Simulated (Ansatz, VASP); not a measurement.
**One calculation of Al2O3, two programs**

```
CELL_PARAMETERS angstrom
5.08915 0.00000 0.00000
0.00000 10.47982 0.00000
0.00000 0.00000 3.14674
ATOMIC_POSITIONS crystal
Al 0.43174 0.32956 0.50000
Al 0.56826 0.67044 0.50000
Al 0.93174 0.17044 0.00000
Al 0.06826 0.82956 0.00000
O 0.75455 0.22696 0.50000
O 0.00000 0.00000 0.00000
O 0.74545 0.72696 0.00000
O 0.25455 0.27304 0.00000
O 0.24545 0.77304 0.50000
O 0.50000 0.50000 0.50000
```

Change from the starting cell: strain +0.080 along x and y, +0.040 along z, atoms carried along.

Alike in both runs: task single point; functional PBE; k mesh 6 × 4 × 8; occupations gaussian, width 0.05 eV; no spin polarisation.

|  | VASP | Ansatz |
| --- | --- | --- |
| version | VASP 6.6.1 | Ansatz 0.2.0 |
| potentials or method | VASP PAW PBE potentials, release 64 (Al, O), cutoff 520 eV | scalar-relativistic, plane waves, PAW |
| valence electrons in the cell | 48 | 48 |

```tsv
	VASP	Ansatz	Ansatz less VASP
gap on the k mesh at the Fermi level (eV)	1.92	1.94	+0.015
least direct gap on the mesh (eV)	1.92	1.94	+0.015
pressure (GPa)	-18.8	-18.7	+0.13
traceless stress, the component that is largest in VASP (GPa)	-7.72	-7.75	-0.034
rms of the force components (eV/Å)	0.386	0.388	+0.0026
```

Atom by atom the forces differ by 0.003 eV/Å (rms over components). The functional is the same, so the differences come from potentials, cutoffs and numerics.
